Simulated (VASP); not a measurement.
**WC (Qusongite): single point with LDA**

WC (Qusongite):

```
CELL_PARAMETERS angstrom
2.92575 0.00000 0.00000
-1.46287 2.53377 0.00000
0.00000 0.00000 2.85539
ATOMIC_POSITIONS crystal
W 0.00000 0.00000 0.00000
C 0.66667 0.33333 0.50000
```

This cell differs from its parent crystal: volume scaled by 1.02.

```json
{
 "Program": "VASP 6.6.1",
 "Task": "single point",
 "Functional": "LDA",
 "Potentials or basis": "VASP PAW LDA potentials, release 64 (W_sv, C)",
 "Cutoff": "520 eV",
 "k mesh": "10 × 10 × 9",
 "Occupations": "fermi-dirac, width 0.05 eV",
 "Spin": "no spin polarisation",
 "Dipole correction": "no",
 "Further INCAR settings": "ALGO = Normal; EDIFF = 1e-06; NBANDS = 16"
}
```

| Item | Value |
| --- | --- |
| Pressure | -14.8 GPa |
| Band gap on the k mesh | zero (band 9 reaches 11.34 eV, above the bottom of band 10 at 10.15 eV) |

Stress tensor (GPa, compression positive):
```
-13.67   0.00   0.00
  0.00 -13.67   0.00
  0.00   0.00 -16.97
```

Levels at points of the mesh, in eV from the Fermi level:
| k point | band 5 | band 6 | band 7 | band 8 | band 9 | band 10 | band 11 | band 12 | band 13 | band 14 |
| --- | --- | --- | --- | --- | --- | --- | --- | --- | --- | --- |
| (0.00, 0.00, 0.00) | -14.11 | -4.19 | -3.24 | -3.24 | 0.13 | 3.10 | 3.10 | 5.50 | 5.50 | 6.39 |
| (0.50, 0.00, 0.00) | -10.81 | -6.86 | -3.53 | -3.47 | -0.41 | 2.25 | 4.39 | 4.75 | 6.71 | 9.63 |

Run time: 19 s on 1 thread of Intel Xeon 8259CL, on a shared host, peak memory 0.15 GiB.

Caveat: spin-orbit coupling is left out, which moves the levels of the heavy elements.
